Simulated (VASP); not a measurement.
# SbOs (Fm-3m) in VASP: further runs, part 2 of 2

VASP 6.6.1. Earlier steps stand in the parts before.

## 4. Single point, PBEsol

Contents of INCAR:

```
PREC = Accurate
ENCUT = 520
EDIFF = 1E-7
ISMEAR = 0
SIGMA = 0.05
LREAL = False
LASPH = True
NELM = 60
ALGO = Normal
ISIF = 2
LWAVE = False
LCHARG = True
GGA = PS
LELF = True
LVHAR = True
NBANDS = 14
```

Contents of KPOINTS:

```
Automatic mesh
0
Gamma
  12 12 12
```

Contents of POSCAR:

```
SbOs
1.0
    0.0000000000      2.7136168850      2.7136168850
    2.7136168850      0.0000000000      2.7136168850
    2.7136168850      2.7136168850      0.0000000000
Os Sb
1 1
Direct
    0.5000000000      0.5000000000      0.5000000000
    0.0000000000      0.0000000000      0.0000000000
```

Command:

```
$ cat potpaw_PBE.64/Os/POTCAR potpaw_PBE.64/Sb/POTCAR > POTCAR
$ mpirun -np 1 vasp_std > vasp.out
```

It took 24 s on 1 thread of Intel Xeon 6975P-C (Granite Rapids), shared host; peak memory 0.19 GiB.

It converged, with:

```yaml
Free_energy: -14.7997 eV
Pressure: -5.8 GPa
```

Levels at points of the mesh, in eV from the Fermi level:
```
           k point  band 2  band 3  band 4  band 5  band 6  band 7  band 8  band 9  band 10  band 11
(0.00, 0.00, 0.00)   -1.80   -1.80   -1.80   -1.51   -1.51    1.62    1.62    1.62     6.19     7.84
(0.50, 0.00, 0.00)   -6.88   -3.88   -3.88   -0.57   -0.57   -0.17    4.46    6.35     6.35     6.67
(0.50, 0.50, 0.00)   -4.62   -3.00   -1.21   -1.21   -0.90   -0.04   -0.04   -0.01     3.27     9.21
```

Caveat: the PAW data sets were made with another functional, which shifts forces and pressure a little; spin-orbit coupling is left out, which moves the levels of the heavy elements.

## 5. Single point, LDA

Contents of INCAR:

```
SYSTEM = SbOs
ALGO = Normal
EDIFF = 1E-7
ENCUT = 520
ISIF = 2
ISMEAR = 0
LASPH = .True.
LCHARG = .False.
LREAL = .False.
LWAVE = .False.
NBANDS = 14
NELM = 100
PREC = Accurate
SIGMA = 0.05
```

Contents of KPOINTS:

```
k-points
0
Gamma
  12 12 12
  0 0 0
```

POSCAR is that of step 4.

Potentials or basis: VASP PAW LDA potentials, release 64 (Os, Sb).

Command:

```
$ cat potpaw_LDA.64/Os/POTCAR potpaw_LDA.64/Sb/POTCAR > POTCAR
$ mpirun -np 1 vasp_std > vasp.out
```

OUTCAR:

```text
SYSTEM = SbOs
   EDIFF = 1E-7
   ENCUT = 520
   ISIF = 2
   ISMEAR = 0
   LASPH = .True.
   LREAL = .False.
   NELM = 100
   PREC = Accurate

 ion  position               nearest neighbor table
   1  0.500  0.500  0.500-   2 2.71   2 2.71   2 2.71   2 2.71   2 2.71   2 2.71
   2  0.000  0.000  0.000-   1 2.71   1 2.71   1 2.71   1 2.71   1 2.71   1 2.71

  LATTYP: Found a face centered cubic cell.
 ALAT       =     5.4272337700

  Lattice vectors:

 A1 = (   0.0000000000,   2.7136168850,   2.7136168850)
 A2 = (   2.7136168850,   0.0000000000,   2.7136168850)
 A3 = (   2.7136168850,   2.7136168850,   0.0000000000)

Analysis of symmetry for initial positions (statically):
=====================================================================
 Subroutine PRICEL returns:
 Original cell was already a primitive cell.

 Routine SETGRP: Setting up the symmetry group for a
 face centered cubic supercell.

 Subroutine GETGRP returns: Found 48 space group operations
 (whereof 48 operations were pure point group operations)
 out of a pool of 48 trial point group operations.

The static configuration has the point symmetry O_h .

Analysis of symmetry for dynamics (positions and initial velocities):
=====================================================================
 Subroutine PRICEL returns:
 Original cell was already a primitive cell.

 Routine SETGRP: Setting up the symmetry group for a
 face centered cubic supercell.

 Subroutine GETGRP returns: Found 48 space group operations
 (whereof 48 operations were pure point group operations)
 out of a pool of 48 trial point group operations.

The dynamic configuration has the point symmetry O_h .

 Subroutine INISYM returns: Found 48 space group operations
 (whereof 48 operations are pure point group operations),
 and found     1 'primitive' translations

----------------------------------------------------------------------------------------

                                     Primitive cell

  volume of cell :      39.9646
[... 114 lines left out ...]
   GGA     = CA    functional components
   LHFCALC =     F    Hartree Fock is set to
   AEXX    =    0.0000 exact exchange contribution
   IVDW    =     0    specifies the selected vdW correction
   LEPSILON=     F    determine dielectric tensor
   LRPA    =     F    only Hartree local field effects (RPA)
 non-spin polarized calculation
 Gauss-broadening in eV      SIGMA  =   0.05
  energy-cutoff  :      520.00
  volume of cell :       39.96
 maximum number of plane-waves:      1090
 NGX is ok and might be reduce to    30
   NGX = 15   NGY = 15   NGZ = 15

 number of electron      12.9999999 magnetization

 Free energy of the ion-electron system (eV)
  ---------------------------------------------------
  ext. energy  EPLUGINS =         0.00000000
  ---------------------------------------------------
  free energy    TOTEN  =       -15.49942143 eV

  energy without entropy =      -15.49580350  energy(sigma->0) =      -15.49761246

 E-fermi :   8.3215     XC(G=0): -11.8155

 val. band max:        8.3097601220   @ k =   0.3333   0.0833   0.0000
 cond. band min:       8.3276223074   @ k =   0.2500   0.0000   0.0000
 fundamental gap:      0.0178621854
 Fermi energy:         8.3214565045

 k-point     1 :       0.0000    0.0000    0.0000
  band No.  band energies     occupation
      1      -4.0595      2.00000
      2       6.5456      2.00000
      3       6.5456      2.00000
      4       6.5456      2.00000
      5       6.8095      2.00000
      6       6.8095      2.00000
      7       9.9137      0.00000
      8       9.9137      0.00000
      9       9.9137      0.00000
     10      14.4752      0.00000
     11      16.2641      0.00000
     12      20.1953      0.00000
     13      20.2188      0.00000
     14      20.2644      0.00000
[... 377 lines left out ...]
      1      -1.2218      2.00000
      2       2.0022      2.00000
      3       4.4041      2.00000
      4       4.6000      2.00000
      5       7.7034      2.00000
      6       7.7205      2.00000
      7       8.0731      2.00000
      8      11.3281      0.00000
      9      12.8616      0.00000
     10      13.6491      0.00000
     11      16.8415      0.00000
     12      17.2132      0.00000
     13      19.2978      0.00000
     14      20.9536      0.00000

 [... further k-points ...]
[... 5 lines left out ...]
  --------------------------------------------------------------------------------------
  -------------------------------------------------------------------------------------
  Total       -2.1606331     -2.1606331     -2.1606331      0.0000000      0.0000000      0.0000000
  in kB      -86.6195666    -86.6195666    -86.6195666      0.0000000      0.0000000      0.0000000
  external PRESSURE =     -86.6195666 kB  Pullay stress =       0.0000000 kB

 VOLUME and BASIS-vectors are now :
 -----------------------------------------------------------------------------
  energy-cutoff  :      520.00
  volume of cell :       39.96
      direct lattice vectors                 reciprocal lattice vectors
     0.000000000  2.713616885  2.713616885    -0.184255929  0.184255929  0.184255929
     2.713616885  0.000000000  2.713616885     0.184255929 -0.184255929  0.184255929
     2.713616885  2.713616885  0.000000000     0.184255929  0.184255929 -0.184255929

 POSITION                                       TOTAL-FORCE (eV/Angst)
 -----------------------------------------------------------------------------------
      2.71362      2.71362      2.71362        -0.000000      0.000000     -0.000000
      0.00000      0.00000      0.00000         0.000000     -0.000000      0.000000
 -----------------------------------------------------------------------------------
    total drift:                               -0.000000     -0.000000      0.000000

  FREE ENERGIE OF THE ION-ELECTRON SYSTEM (eV)
  ---------------------------------------------------
  free  energy   TOTEN  =       -15.4994214265 eV

  energy  without entropy=      -15.4958035021  energy(sigma->0) =      -15.49761246
```

Wall time 17 s (1 thread of Intel Xeon 6975P-C (Granite Rapids), shared host); peak memory 0.18 GiB.

Results:

- Free energy: -15.4994 eV
- Pressure: -8.7 GPa

Levels at points of the mesh, in eV from the Fermi level:
| k point | band 4 | band 5 | band 6 | band 7 | band 8 | band 9 |
| --- | --- | --- | --- | --- | --- | --- |
| (0.00, 0.00, 0.00) | -1.78 | -1.51 | -1.51 | 1.59 | 1.59 | 1.59 |
| (0.50, 0.00, 0.00) | -3.88 | -0.58 | -0.58 | -0.16 | 4.51 | 6.37 |
| (0.50, 0.50, 0.00) | -1.19 | -1.19 | -0.91 | -0.05 | -0.05 | 0.02 |

Caveat: spin-orbit coupling is left out, which moves the levels of the heavy elements.

## 6. Single point, PBE (volume scaled by 1.020)

Edit INCAR of step 5 so:

```diff
@@ -2,4 +2,5 @@
 ALGO = Normal
-EDIFF = 1E-7
+EDIFF = 1E-6
 ENCUT = 520
+GGA = PE
 ISIF = 2
```

KPOINTS is that of step 5.

Contents of POSCAR:

```
SbOs
1.0
    0.0000000000      2.7315883815      2.7315883815
    2.7315883815      0.0000000000      2.7315883815
    2.7315883815      2.7315883815      0.0000000000
Os Sb
1 1
Direct
    0.5000000000      0.5000000000      0.5000000000
    0.0000000000      0.0000000000      0.0000000000
```

Potentials or basis: VASP PAW PBE potentials, release 64 (Os, Sb).

Command:

```
$ cat potpaw_PBE.64/Os/POTCAR potpaw_PBE.64/Sb/POTCAR > POTCAR
$ mpirun -np 1 vasp_std > vasp.out
```

Run time: 25 s. Hardware: 1 thread of Intel Xeon 6975P-C (Granite Rapids), shared host; peak memory 0.2 GiB.

The run converged. Its results:

| Quantity | Value |
| --- | --- |
| Free energy | -13.4298 eV |
| Pressure | -3.1 GPa |

Levels at points of the mesh, in eV from the Fermi level:
```
           k point  band 3  band 4  band 5  band 6  band 7  band 8  band 9  band 10
(0.00, 0.00, 0.00)   -1.73   -1.73   -1.45   -1.45    1.58    1.58    1.58     5.98
(0.50, 0.00, 0.00)   -3.77   -3.77   -0.54   -0.54   -0.16    4.47    6.30     6.30
(0.50, 0.50, 0.00)   -2.89   -1.17   -1.17   -0.86   -0.04   -0.04   -0.01     3.14
```

Caveat: spin-orbit coupling is left out, which moves the levels of the heavy elements.

## 7. The runs side by side

| level | potentials or basis | cell | gap on the mesh (eV) | pressure (GPa) |
| --- | --- | --- | --- | --- |
| PBE | VASP PAW PBE potentials, release 64 (Os, Sb) | a = 3.838 Å, angles 60.0°, 2 atoms | none | -0.3 |
| PBEsol | VASP PAW PBE potentials, release 64 (Os, Sb) | a = 3.838 Å, angles 60.0°, 2 atoms | none | -5.8 |
| LDA | VASP PAW LDA potentials, release 64 (Os, Sb) | a = 3.838 Å, angles 60.0°, 2 atoms | none | -8.7 |
| PBE | VASP PAW PBE potentials, release 64 (Os, Sb) | a = 3.863 Å, angles 60.0°, 2 atoms | none | -3.1 |

Alike in all rows: task single point; no spin polarisation; k mesh 12 × 12 × 12; cutoff (eV) 520; smearing gaussian 0.05 eV.

Caveats: spin-orbit coupling is left out, which moves the levels of the heavy elements; the PAW data sets were made with another functional, which shifts forces and pressure a little (some runs).

Total energies depend on the potentials used, so only differences within one code and one set of settings carry meaning.
